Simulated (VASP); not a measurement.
Here is a VASP 6.6.1 calculation.

The input INCAR:

```
SYSTEM = Si2BO3
  PREC = Accurate
  ENCUT = 910
  EDIFF = 1E-7
  ISMEAR = 0
  SIGMA = 0.1
  LREAL = .False.
  LASPH = .True.
  NELM = 120
  ALGO = Normal
  ISIF = 3
  LWAVE = .False.
  LCHARG = .False.
  GGA = PE
  IBRION = 2
  NSW = 100
  EDIFFG = -0.01
  GGA_COMPAT = .False.
  NELMIN = 4
```

KPOINTS

```
regular mesh
0
Gamma
  10 10 8
  0 0 0
```

The input POSCAR:

```
Si2BO3
1.0
    3.8711470225      0.0000000000      0.0000000000
    0.0000000000      3.8711470225      0.0000000000
    0.0000000000      0.0000000000      4.8590256497
Si B O
2 1 3
Direct
    0.5000000000      0.0000000000      0.5757669067
    0.0000000000      0.5000000000      0.5757669067
    0.5000000000      0.5000000000      0.8856577754
    0.0000000000      0.0000000000      0.4846585912
    0.5000000000      0.0000000000      0.9171657050
    0.0000000000      0.5000000000      0.9171657050
```

Potentials or basis: VASP PAW PBE potentials, release 64 (Si, B_h, O_h).

The run is started by

```console
$ cat potpaw_PBE.64/Si/POTCAR potpaw_PBE.64/B_h/POTCAR potpaw_PBE.64/O_h/POTCAR > POTCAR
$ mpirun -np 1 vasp_std > vasp.out
```

Task: What does it give for the relaxed volume?

Result: 11.86 Å³/atom.

Task: Estimate the band gap on the k mesh.

Result: Zero (an odd number of electrons rules out a gap without spin polarisation).

Task: What does it give for the relaxed cell?

Result: a = 3.866 Å, b = 3.866 Å, c = 4.760 Å, α = 90.00°, β = 90.00°, γ = 90.00°.

Task: Estimate the space group after relaxing (to 0.1 Å).

Result: P4mm (No. 99).

Final structure:
```cif
data_structure
_symmetry_space_group_name_H-M 'P 1'
_symmetry_Int_Tables_number 1
_cell_length_a 3.8661
_cell_length_b 3.8661
_cell_length_c 4.7600
_cell_angle_alpha 90.000
_cell_angle_beta 90.000
_cell_angle_gamma 90.000
_cell_volume 71.15
loop_
_atom_site_label
_atom_site_type_symbol
_atom_site_fract_x
_atom_site_fract_y
_atom_site_fract_z
_atom_site_occupancy
Si1 Si 0.50000 0.00000 0.57507 1
Si2 Si 0.00000 0.50000 0.57507 1
B1 B 0.50000 0.50000 0.87753 1
O1 O 0.00000 0.00000 0.47968 1
O2 O 0.50000 0.00000 0.92441 1
O3 O 0.00000 0.50000 0.92441 1
```

Caveat: an odd number of electrons without spin polarisation forces a metal; a magnetic or distorted state may lie lower.
